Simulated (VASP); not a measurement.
Crystal: Hf3Rh.

```
Hf Rh
1.0
     4.11943    0.00000    0.00000
     0.00000    4.11943    0.00000
     0.00000    0.00000    4.11943
Hf Rh
3 1
Direct
  0.00000 0.50000 0.50000
  0.50000 0.00000 0.50000
  0.50000 0.50000 0.00000
  0.00000 0.00000 0.00000
```

| Quantity | Value |
| --- | --- |
| Program | VASP 6.6.1 |
| Task | relaxation of cell and atoms |
| Functional | PBE |
| Potentials or basis | VASP PAW PBE potentials, release 64 (Hf_pv, Rh_pv) |
| Cutoff | 600 eV |
| k mesh | 4 × 4 × 4 |
| Occupations | gaussian, width 0.1 eV |
| Spin | no spin polarisation |

At the start: pressure 20.9 GPa; volume 17.48 Å³/atom.

Where does the relaxation end?

Over 4 steps the energy falls by 133.9 meV/atom and the volume is 19.77 Å³/atom (+13.1 %); space group Pm-3m (No. 221, to 0.1 Å) before and after.

The path:
```
step  energy change (eV)  largest force (eV/Å)  pressure (GPa)  volume (Å³)
   1              0.0000                0.0000           20.86        69.91
   2              0.5012                0.0000          -17.05        95.55
   3             -0.5344                0.0000           -0.79        79.49
   4             -0.5356                0.0000           -0.11        79.08
```

Final structure:
```
CELL_PARAMETERS angstrom
4.29223 0.00000 0.00000
0.00000 4.29223 0.00000
0.00000 0.00000 4.29223
ATOMIC_POSITIONS crystal
Hf 0.00000 0.50000 0.50000
Hf 0.50000 0.00000 0.50000
Hf 0.50000 0.50000 0.00000
Rh 0.00000 0.00000 0.00000
```

Caveat: the k points lie up to 0.37 Å⁻¹ apart in the final cell, too coarse for converged energies and pressures of a metal.
